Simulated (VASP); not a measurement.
Crystal: SnO2.

```xyz
6
Lattice="4.5702 0.0000 0.0000 0.0000 4.5702 0.0000 0.0000 0.0000 3.3040" Properties=species:S:1:pos:R:3 pbc="T T T"
Sn    0.0000    0.0000    0.0000
Sn    2.2851    2.2851    1.6520
O     1.4043    1.4043    0.0000
O     0.8808    3.6894    1.6520
O     3.6894    0.8808    1.6520
O     3.1659    3.1659    0.0000
```

This cell differs from its parent crystal: epitaxial xy strain -4.0%.

Base run:

```yaml
Program: VASP 6.6.1
Functional: PBE
Potentials_or_basis: VASP PAW PBE potentials, release 64 (Sn_d, O)
Cutoff: 520 eV
k_mesh: 6 × 6 × 8
Occupations: fermi-dirac, width 0.02 eV
Spin: no spin polarisation
```

Its results: band gap on the k mesh 1.50 eV, direct; pressure 18.2 GPa; largest force 0.032 eV/Å.

**Question.** The run is repeated on the same cell with these changes: functional from PBE to r2SCAN; occupations from fermi-dirac, width 0.02 eV to gaussian, width 0.01 eV. What comes out?

**Answer.** Band gap on the k mesh 2.23 eV, direct; pressure 11.0 GPa; largest force 0.013 eV/Å.

Caveats: spin-orbit coupling is left out, which moves the levels of the heavy elements; the PAW data sets were made with another functional, which shifts forces and pressure a little (some runs).

